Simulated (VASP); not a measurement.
Wanted: the native input for a VASP 6.6.1 run.

```
Task                   : single point
Functional             : r2SCAN
Potentials or basis    : VASP PAW PBE potentials, release 64 (Cs_sv, Br)
Cutoff                 : 550 eV
k mesh                 : 6 × 6 × 6
Occupations            : gaussian, width 0.02 eV
Spin                   : no spin polarisation
Dipole correction      : no
Further INCAR settings : ALGO = Normal; EDIFF = 1e-06; NBANDS = 15
```

Crystal: CsBr.

```xyz
2
Lattice="4.4074 0.0000 0.0000 0.0000 4.4074 0.0000 0.0000 0.0000 4.4074" Properties=species:S:1:pos:R:3 pbc="T T T"
Cs    0.0000    0.0000    0.0000
Br    2.2037    2.2037    2.2037
```

These files were run (other wordings do the same):

POSCAR

```
CsBr
1.0
    4.4073839828      0.0000000000      0.0000000000
    0.0000000000      4.4073839828      0.0000000000
    0.0000000000      0.0000000000      4.4073839828
Cs Br
1 1
Direct
    0.0000000000      0.0000000000      0.0000000000
    0.5000000000      0.5000000000      0.5000000000
```

INCAR.step1

```
SYSTEM = CsBr
PREC = Accurate
ENCUT = 550
ISMEAR = 0
SIGMA = 0.02
LREAL = .FALSE.
LASPH = .TRUE.
NELM = 120
NBANDS = 15
GGA = PE
ALGO = Normal
EDIFF = 1E-5
LWAVE = .TRUE.
LCHARG = .FALSE.
GGA_COMPAT = .FALSE.
```

INCAR.step2

```
SYSTEM = CsBr
PREC = Accurate
ENCUT = 550
EDIFF = 1E-6
ISMEAR = 0
SIGMA = 0.02
LREAL = .FALSE.
LASPH = .TRUE.
NELM = 120
ALGO = Normal
ISIF = 2
LWAVE = .FALSE.
LCHARG = .FALSE.
METAGGA = R2SCAN
LMIXTAU = .TRUE.
NBANDS = 15
ISTART = 1
GGA_COMPAT = .FALSE.
```

KPOINTS

```
Automatic mesh
0
G
  6 6 6
  0 0 0
```

Potentials or basis: VASP PAW PBE potentials, release 64 (Cs_sv, Br).

Run with:

```sh
$ cat potpaw_PBE.64/Cs_sv/POTCAR potpaw_PBE.64/Br/POTCAR > POTCAR
$ cp INCAR.step1 INCAR
$ mpirun -np 1 vasp_std > vasp.out
$ cp INCAR.step2 INCAR
$ mpirun -np 1 vasp_std > vasp.out
```

It gave:

- Pressure: -0.7 GPa
- Band gap on the k mesh: 4.93 eV (least direct gap 4.96 eV)

Caveat: the PAW data sets were made with another functional, which shifts forces and pressure a little; spin-orbit coupling is left out, which moves the levels of the heavy elements.

Run time: 2.3 min on 1 thread of Intel Xeon 8259CL, on a shared host, peak memory 0.22 GiB.
